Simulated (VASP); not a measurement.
# GeSb2Te4 (pbe) (I-4m2) in VASP: single point with PBE

Aim: the single point of GeSb2Te4 (pbe) with PBE.

Program: VASP 6.6.1. These are calculated values, not measurements. Logs are shortened: lines on timing, memory, paths and dates and some standing lists are left out, and cuts for length are marked.

## Step 1: The cell of the first run

It takes space group I-4m2 (No. 119, tetragonal). The conventional cell has a = 6.119 Å, b = 6.119 Å, c = 12.103 Å, α = 90.00°, β = 90.00°, γ = 90.00°. Within 4.0 Å of Ge (site symmetry -4m2) lie 6 Te at 3.00 to 3.06 Å. Within 4.0 Å of Sb (site symmetry -4m2) lie 6 Te at 3.05 to 3.06 Å. Within 4.0 Å of Sb (site symmetry -4m2) lie 6 Te at 3.05 to 3.06 Å. Within 4.0 Å of Te (site symmetry 2mm) lie 3 Sb at 3.05 to 3.06 Å and 2 Ge at 3.06 Å. Within 4.0 Å of Te (site symmetry 2mm) lie 1 Ge at 3.00 Å and 3 Sb at 3.05 to 3.06 Å.

## Step 2: Single point, PBE

The input, INCAR:

```
ALGO = Normal
EDIFF = 1E-6
ENCUT = 520
GGA = PE
ISIF = 2
ISMEAR = 0
LASPH = T
LCHARG = F
LREAL = F
LWAVE = F
NBANDS = 33
NELM = 100
PREC = Accurate
SIGMA = 0.1
```

The input, KPOINTS:

```
k-points
0
Gamma
  4 4 4
```

The input, POSCAR:

```
GeSb2Te4
1.0
   -3.0595750000      3.0595750000      6.0514150000
    3.0595750000     -3.0595750000      6.0514150000
    3.0595750000      3.0595750000     -6.0514150000
Ge Sb Te
1 2 4
Direct
    0.0000000000      0.0000000000      0.0000000000
    0.5000000000      0.5000000000      0.0000000000
    0.2500000000      0.7500000000      0.5000000000
    0.5016200000      0.0016200000      0.5000000000
    0.2481620000      0.2481620000      0.0000000000
    0.9983800000      0.4983800000      0.5000000000
    0.7518380000      0.7518380000      0.0000000000
```

Potentials or basis: VASP PAW PBE potentials, release 64 (Ge_d, Sb, Te).

Launch:

```bash
$ cat potpaw_PBE.64/Ge_d/POTCAR potpaw_PBE.64/Sb/POTCAR potpaw_PBE.64/Te/POTCAR > POTCAR
$ mpirun -np 1 vasp_std > vasp.out
```

OUTCAR:

```text
EDIFF = 1E-6
   ENCUT = 520
   GGA = PE
   ISIF = 2
   ISMEAR = 0
   LASPH = T
   LREAL = F
   NELM = 100
   PREC = Accurate

 ion  position               nearest neighbor table
   1  0.000  0.000  0.000-   5 3.00   7 3.00   6 3.06   4 3.06   4 3.06   6 3.06
   2  0.500  0.500  0.000-   5 3.05   7 3.05   6 3.06   4 3.06   4 3.06   6 3.06
   3  0.250  0.750  0.500-   4 3.05   6 3.05   5 3.06   7 3.06   7 3.06   5 3.06
   4  0.502  0.002  0.500-   3 3.05   2 3.06   1 3.06   2 3.06   1 3.06
   5  0.248  0.248  0.000-   1 3.00   2 3.05   3 3.06   3 3.06
   6  0.998  0.498  0.500-   3 3.05   1 3.06   2 3.06   1 3.06   2 3.06
   7  0.752  0.752  0.000-   1 3.00   2 3.05   3 3.06   3 3.06

  LATTYP: Found a body centered tetragonal cell.
 ALAT       =     6.1191500000
 C/A-ratio  =     1.9778613043

  Lattice vectors:

 A1 = (  -3.0595750000,   3.0595750000,   6.0514150000)
 A2 = (   3.0595750000,  -3.0595750000,   6.0514150000)
 A3 = (   3.0595750000,   3.0595750000,  -6.0514150000)

Analysis of symmetry for initial positions (statically):
=====================================================================
 Subroutine PRICEL returns:
 Original cell was already a primitive cell.

 Routine SETGRP: Setting up the symmetry group for a
 body centered tetragonal supercell.

 Subroutine GETGRP returns: Found  8 space group operations
 (whereof  8 operations were pure point group operations)
 out of a pool of 16 trial point group operations.

The static configuration has the point symmetry D_2d.

Analysis of symmetry for dynamics (positions and initial velocities):
=====================================================================
 Subroutine PRICEL returns:
 Original cell was already a primitive cell.

 Routine SETGRP: Setting up the symmetry group for a
 body centered tetragonal supercell.

 Subroutine GETGRP returns: Found  8 space group operations
 (whereof  8 operations were pure point group operations)
 out of a pool of 16 trial point group operations.

The dynamic configuration has the point symmetry D_2d.

 Subroutine INISYM returns: Found  8 space group operations
 (whereof  8 operations are pure point group operations),
 and found     1 'primitive' translations

----------------------------------------------------------------------------------------

                                     Primitive cell

  volume of cell :     226.5892

  direct lattice vectors                    reciprocal lattice vectors
    -3.059575000  3.059575000  6.051415000     0.000000000  0.163421390  0.082625303
     3.059575000 -3.059575000  6.051415000     0.163421390  0.000000000  0.082625303
     3.059575000  3.059575000 -6.051415000     0.163421390  0.163421390  0.000000000

  length of vectors
     7.439194974  7.439194974  7.439194974     0.183121521  0.183121521  0.231112746

  position of ions in fractional coordinates (direct lattice)
     0.000000000  0.000000000  0.000000000
     0.500000000  0.500000000  0.000000000
     0.250000000  0.750000000  0.500000000
     0.501620000  0.001620000  0.500000000
     0.248162000  0.248162000  0.000000000
     0.998380000  0.498380000  0.500000000
     0.751838000  0.751838000  0.000000000

  ion indices of the primitive-cell ions
   primitive index   ion index
                 1           1
                 2           2
                 3           3
                 4           4
                 5           5
                 6           6
                 7           7

----------------------------------------------------------------------------------------

 KPOINTS: k-points

Automatic generation of k-mesh.
 Grid dimensions read from file:
 generate k-points for:    4    4    4

 Generating k-lattice:

  Cartesian coordinates                     Fractional coordinates (reciprocal lattice)
     0.000000000  0.040855348  0.020656326     0.250000000  0.000000000 -0.000000000
     0.040855348  0.000000000  0.020656326     0.000000000  0.250000000 -0.000000000
     0.040855348  0.040855348  0.000000000     0.000000000  0.000000000  0.250000000

  Length of vectors
     0.045780380  0.045780380  0.057778187

  Shift w.r.t. Gamma in fractional coordinates (k-lattice)
     0.000000000  0.000000000  0.000000000

 Subroutine IBZKPT returns following result:
 ===========================================

 Found     13 irreducible k-points:

 Following reciprocal coordinates:
            Coordinates               Weight
  0.000000  0.000000  0.000000      1.000000
  0.250000  0.000000 -0.000000      8.000000
  0.500000  0.000000 -0.000000      4.000000
  0.250000  0.250000 -0.000000      8.000000
  0.500000  0.250000 -0.000000     16.000000
 -0.250000  0.250000  0.000000      4.000000
  0.500000  0.500000 -0.000000      2.000000
  0.250000  0.250000  0.250000      2.000000
 -0.250000  0.250000  0.250000      4.000000
  0.500000  0.500000  0.250000      4.000000
 -0.250000  0.500000  0.250000      8.000000
 -0.250000 -0.250000  0.250000      2.000000
  0.500000  0.500000  0.500000      1.000000
   k-points           NKPTS =     13   k-points in BZ     NKDIM =     13   number of bands    NBANDS=     33
   number of dos      NEDOS =    301   number of ions     NIONS =      7
   total plane-waves  NPLWV = 175616
   dimension x,y,z NGX =    56 NGY =   56 NGZ =   56
   dimension x,y,z NGXF=   112 NGYF=  112 NGZF=  112
   ions per type =               1   2   4
   NGX,Y,Z   is equivalent  to a cutoff of  12.51, 12.51, 12.51 a.u.
   NGXF,Y,Z  is equivalent  to a cutoff of  25.03, 25.03, 25.03 a.u.
 SYSTEM =  unknown system
   PREC   = accura    normal or accurate (medium, high low for compatibility)
   ISTART =      0    job   : 0-new  1-cont  2-samecut
   ICHARG =      2    charge: 1-file 2-atom 10-const
   ISPIN  =      1    spin polarized calculation?
   LNONCOLLINEAR =      F non collinear calculations
   LSORBIT =      F    spin-orbit coupling
   LASPH  =      T    aspherical Exc in radial PAW
   ENCUT  =  520.0 eV  38.22 Ry    6.18 a.u.  13.83 13.83 13.83*2*pi/ulx,y,z
   NELM   =    100;   NELMIN=  2; NELMDL= -5     # of ELM steps
   EDIFF  = 0.1E-05   stopping-criterion for ELM
   LREAL  =      F    real-space projection
[... 7 lines left out ...]
   TEBEG  =    0.0;   TEEND  =   0.0 temperature during run
   PSTRESS=    0.0 pullay stress
   NELECT =      48.0000    total number of electrons
   NUPDOWN=      -1.0000    fix difference up-down
   EMIN   =  10.00;   EMAX   =-10.00  energy-range for DOS
   EFERMI =   0.00;   METHOD = LEGACY
   ISMEAR =     0;   SIGMA  =   0.10  broadening in eV -4-tet -1-fermi 0-gaus
   EFERMI_NEDOS =   21; number of points for ismear=-14 and -15
   IALGO  =     38    algorithm
   IMIX   =      4    mixing-type and parameters
     AMIX     =   0.40;   BMIX     =  1.00
     AMIX_MAG =   1.60;   BMIX_MAG =  1.00
  volume/ion in A,a.u.               =      32.37       218.44
  Fermi-wavevector in a.u.,A,eV,Ry     =   0.975908  1.844199 12.958139  0.952396
  Thomas-Fermi vector in A             =   2.106485
   LORBIT       =      0    0 simple, 1 ext, 2 COOP (PROOUT), +10 PAW based schemes
   GGA     = PE    functional components
   LHFCALC =     F    Hartree Fock is set to
   AEXX    =    0.0000 exact exchange contribution
   IVDW    =     0    specifies the selected vdW correction
   LEPSILON=     F    determine dielectric tensor
   LRPA    =     F    only Hartree local field effects (RPA)
 non-spin polarized calculation
 Gauss-broadening in eV      SIGMA  =   0.10
  energy-cutoff  :      520.00
  volume of cell :      226.59
 maximum number of plane-waves:      6126
   NGX = 27   NGY = 27   NGZ = 27

 number of electron      48.0000008 magnetization

 Free energy of the ion-electron system (eV)
  ---------------------------------------------------
  ext. energy  EPLUGINS =         0.00000000
  ---------------------------------------------------
  free energy    TOTEN  =       -25.36956655 eV

  energy without entropy =      -25.35622195  energy(sigma->0) =      -25.36289425

 E-fermi :   5.3774     XC(G=0):  -9.1264

 val. band max:        5.3183973250   @ k =   0.2500   0.2500   0.2500
 cond. band min:       5.4117666794   @ k =   0.5000   0.5000  -0.0000
 fundamental gap:      0.0933693544
 Fermi energy:         5.3774046241

 k-point     1 :       0.0000    0.0000    0.0000
  band No.  band energies     occupation
      1     -19.5148      2.00000
      2     -19.5103      2.00000
      3     -19.4951      2.00000
      4     -19.4935      2.00000
      5     -19.4935      2.00000
      6      -7.3575      2.00000
[... 25 lines left out ...]
     32      10.6889      0.00000
     33      10.7053      0.00000

 k-point     2 :       0.2500    0.0000   -0.0000
  band No.  band energies     occupation
      1     -19.5148      2.00000
      2     -19.5103      2.00000
      3     -19.4951      2.00000
      4     -19.4935      2.00000
      5     -19.4935      2.00000
      6      -7.1180      2.00000
[... 25 lines left out ...]
     32      10.0513      0.00000
     33      10.1247      0.00000

 k-point     3 :       0.5000    0.0000   -0.0000
  band No.  band energies     occupation
      1     -19.5148      2.00000
      2     -19.5103      2.00000
      3     -19.4951      2.00000
      4     -19.4935      2.00000
      5     -19.4935      2.00000
      6      -6.6204      2.00000
[... 25 lines left out ...]
     32       9.6787      0.00000
     33      10.1154      0.00000

 k-point     4 :       0.2500    0.2500   -0.0000
  band No.  band energies     occupation
      1     -19.5148      2.00000
      2     -19.5103      2.00000
      3     -19.4950      2.00000
      4     -19.4935      2.00000
      5     -19.4935      2.00000
      6      -6.7970      2.00000
[... 25 lines left out ...]
     32       9.0563      0.00000
     33       9.2023      0.00000

 k-point     5 :       0.5000    0.2500   -0.0000
  band No.  band energies     occupation
      1     -19.5147      2.00000
      2     -19.5103      2.00000
      3     -19.4950      2.00000
      4     -19.4935      2.00000
      5     -19.4935      2.00000
      6      -6.4435      2.00000
[... 25 lines left out ...]
     32       8.8554      0.00000
     33       9.8339      0.00000

 k-point     6 :      -0.2500    0.2500    0.0000
  band No.  band energies     occupation
      1     -19.5148      2.00000
      2     -19.5103      2.00000
      3     -19.4951      2.00000
      4     -19.4935      2.00000
      5     -19.4935      2.00000
      6      -6.9681      2.00000
[... 25 lines left out ...]
     32       8.9642      0.00000
     33      10.0336      0.00000

 k-point     7 :       0.5000    0.5000   -0.0000
  band No.  band energies     occupation
      1     -19.5147      2.00000
      2     -19.5104      2.00000
      3     -19.4950      2.00000
      4     -19.4935      2.00000
      5     -19.4935      2.00000
      6      -6.0563      2.00000
[... 25 lines left out ...]
     32       7.5219      0.00000
     33      10.4154      0.00000

 k-point     8 :       0.2500    0.2500    0.2500
  band No.  band energies     occupation
      1     -19.5147      2.00000
      2     -19.5104      2.00000
      3     -19.4950      2.00000
      4     -19.4935      2.00000
      5     -19.4935      2.00000
      6      -6.0523      2.00000
[... 25 lines left out ...]
     32       8.1479      0.00000
     33       8.6004      0.00000

 k-point     9 :      -0.2500    0.2500    0.2500
  band No.  band energies     occupation
      1     -19.5148      2.00000
      2     -19.5103      2.00000
      3     -19.4950      2.00000
      4     -19.4935      2.00000
      5     -19.4935      2.00000
      6      -6.6583      2.00000
[... 25 lines left out ...]
     32       9.9410      0.00000
     33      10.6413      0.00000

 k-point    10 :       0.5000    0.5000    0.2500
  band No.  band energies     occupation
      1     -19.5148      2.00000
      2     -19.5103      2.00000
      3     -19.4950      2.00000
      4     -19.4935      2.00000
      5     -19.4935      2.00000
      6      -6.4461      2.00000
[... 25 lines left out ...]
     32       9.3107      0.00000
     33       9.4639      0.00000

 k-point    11 :      -0.2500    0.5000    0.2500
  band No.  band energies     occupation
      1     -19.5148      2.00000
      2     -19.5103      2.00000
      3     -19.4951      2.00000
      4     -19.4935      2.00000
      5     -19.4935      2.00000
      6      -6.7877      2.00000
[... 25 lines left out ...]
     32       9.5584      0.00000
     33       9.6253      0.00000

 k-point    12 :      -0.2500   -0.2500    0.2500
  band No.  band energies     occupation
      1     -19.5148      2.00000
      2     -19.5103      2.00000
      3     -19.4951      2.00000
      4     -19.4935      2.00000
      5     -19.4935      2.00000
      6      -7.1754      2.00000
[... 25 lines left out ...]
     32       9.2868      0.00000
     33      10.2505      0.00000

 k-point    13 :       0.5000    0.5000    0.5000
  band No.  band energies     occupation
      1     -19.5148      2.00000
      2     -19.5103      2.00000
      3     -19.4951      2.00000
      4     -19.4935      2.00000
      5     -19.4935      2.00000
      6      -6.8191      2.00000
[... 25 lines left out ...]
     32       9.8585      0.00000
     33       9.8820      0.00000

------------------------ aborting loop because EDIFF is reached ----------------------------------------

  FORCE on cell =-STRESS in cart. coord.  units (eV):
  Direction    XX          YY          ZZ          XY          YZ          ZX
  --------------------------------------------------------------------------------------
  -------------------------------------------------------------------------------------
  Total        0.0708507      0.0708507     -0.0162528      0.0000000      0.0000000     -0.0000000
  in kB        0.5009743      0.5009743     -0.1149213      0.0000000      0.0000000     -0.0000000
  external PRESSURE =       0.2956758 kB  Pullay stress =       0.0000000 kB

 VOLUME and BASIS-vectors are now :
 -----------------------------------------------------------------------------
  energy-cutoff  :      520.00
  volume of cell :      226.59
      direct lattice vectors                 reciprocal lattice vectors
    -3.059575000  3.059575000  6.051415000     0.000000000  0.163421390  0.082625303
     3.059575000 -3.059575000  6.051415000     0.163421390  0.000000000  0.082625303
     3.059575000  3.059575000 -6.051415000     0.163421390  0.163421390  0.000000000

 POSITION                                       TOTAL-FORCE (eV/Angst)
 -----------------------------------------------------------------------------------
      0.00000      0.00000      0.00000        -0.000000     -0.000000      0.000000
      0.00000      0.00000      6.05142        -0.000000     -0.000000      0.000000
      3.05957      0.00000      3.02571        -0.000000     -0.000000      0.000000
      0.00000      3.05958      0.01961        -0.000000     -0.000000      0.005867
      0.00000      0.00000      3.00346         0.000000      0.000000     -0.084342
      0.00000      3.05958      6.03181        -0.000000     -0.000000     -0.005867
      0.00000      0.00000      9.09937         0.000000      0.000000      0.084342
 -----------------------------------------------------------------------------------
    total drift:                               -0.000000      0.000000     -0.000000

  FREE ENERGIE OF THE ION-ELECTRON SYSTEM (eV)
  ---------------------------------------------------
  free  energy   TOTEN  =       -25.3695665510 eV

  energy  without entropy=      -25.3562219514  energy(sigma->0) =      -25.36289425
```

It took 1.9 min on 1 thread of Intel Xeon Platinum 8488C (Sapphire Rapids), shared host; peak memory 0.46 GiB.

Results:

```
Free energy            : -25.3696 eV
Pressure               : 0.0 GPa
Largest force          : 0.084 eV/Å
Band gap on the k mesh : zero (band 24 reaches 5.41 eV, above the bottom of band 25 at 5.32 eV)
```

Forces on the atoms (eV/Å):
```
Ge   0.000  0.000  0.000
Sb   0.000  0.000  0.000
Sb   0.000  0.000  0.000
Te   0.000  0.000  0.006
Te   0.000  0.000 -0.084
Te   0.000  0.000 -0.006
Te   0.000  0.000  0.084
```

Levels at points of the mesh, in eV from the Fermi level:
| k point | band 21 | band 22 | band 23 | band 24 | band 25 | band 26 | band 27 | band 28 |
| --- | --- | --- | --- | --- | --- | --- | --- | --- |
| (0.00, 0.00, 0.00) | -0.80 | -0.35 | -0.35 | -0.12 | 0.70 | 2.26 | 2.96 | 3.64 |
| (0.50, 0.00, 0.00) | -0.96 | -0.77 | -0.63 | -0.38 | 0.21 | 1.05 | 1.46 | 2.05 |
| (0.50, 0.50, 0.00) | -0.72 | -0.58 | -0.43 | 0.03 | 0.03 | 0.13 | 0.15 | 0.35 |
| (0.50, 0.50, 0.50) | -2.11 | -0.72 | -0.56 | -0.56 | 1.66 | 3.05 | 3.05 | 3.38 |

Caveat: the k points lie up to 0.36 Å⁻¹ apart; spin-orbit coupling is left out, which moves the levels of the heavy elements.
